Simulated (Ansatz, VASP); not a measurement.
# Two plane-wave programs on Ga

INCAR

```
PREC = Accurate
ENCUT = 600
EDIFF = 1E-6
ISMEAR = 0
SIGMA = 0.1
LREAL = F
LASPH = T
NELM = 80
ALGO = Fast
ISIF = 3
LWAVE = F
LCHARG = F
GGA = PE
IBRION = 2
NSW = 100
EDIFFG = -0.01
```

File KPOINTS:

```
Automatic mesh
0
Gamma
  12 12 10
```

Contents of POSCAR:

```
Ga
1.0
    3.8169566100     -2.3266295500      0.0000000000
    3.8169566100      2.3266295500      0.0000000000
    0.0000000000      0.0000000000      4.4882540000
Ga
4
Direct
    0.9903146100      0.3344495100      0.2500000000
    0.3344495100      0.9903146100      0.7500000000
    0.0096853900      0.6655504900      0.7500000000
    0.6655504900      0.0096853900      0.2500000000
```

Input for Ansatz:

```yaml
crystal:
  lattice:
    - [3.81695661, -2.32662955, 0.0]
    - [3.81695661, 2.32662955, 0.0]
    - [0.0, 0.0, 4.488254]
  atoms:
    - { symbol: Ga, position: [0.99031461, 0.33444951, 0.25] }
    - { symbol: Ga, position: [0.33444951, 0.99031461, 0.75] }
    - { symbol: Ga, position: [0.00968539, 0.66555049, 0.75] }
    - { symbol: Ga, position: [0.66555049, 0.00968539, 0.25] }
basis:
  ecutwfc: 420
kpoints:
  mp_grid: { grid: [12, 12, 10] }
hamiltonian:
  xc: pbe
scf:
  occupations: { method: gaussian, width: 0.1 }
output:
  forces: true
  stress: true
  eigenvalues: true
relax:
  adjacent_minimum: "off"
  f_tol: 0.01
  max_steps: 80
  cell: { stress_tol: 0.05 }
```

Alike in both runs: task relaxation of cell and atoms; functional PBE; k mesh 12 × 12 × 10; occupations gaussian, width 0.1 eV; no spin polarisation.

```csv
,VASP,Ansatz
version,VASP 6.6.1,Ansatz 0.2.0
potentials or method,"VASP PAW PBE potentials, release 64 (Ga_d), cutoff 600 eV","scalar-relativistic, plane waves, PAW"
valence electrons in the cell,52,52
```

```csv
,VASP,Ansatz,Ansatz less VASP
"gap on the k mesh at the Fermi level, each at its own relaxed structure (eV)",none,none,-
relaxed volume (Å³/atom),21.25,21.23,-0.016
relaxed length of the cell vector where the two differ most in proportion (Å),4.556,4.552,-0.0035
```

A gap of «none» marks a metal or a gap that the smearing closes.
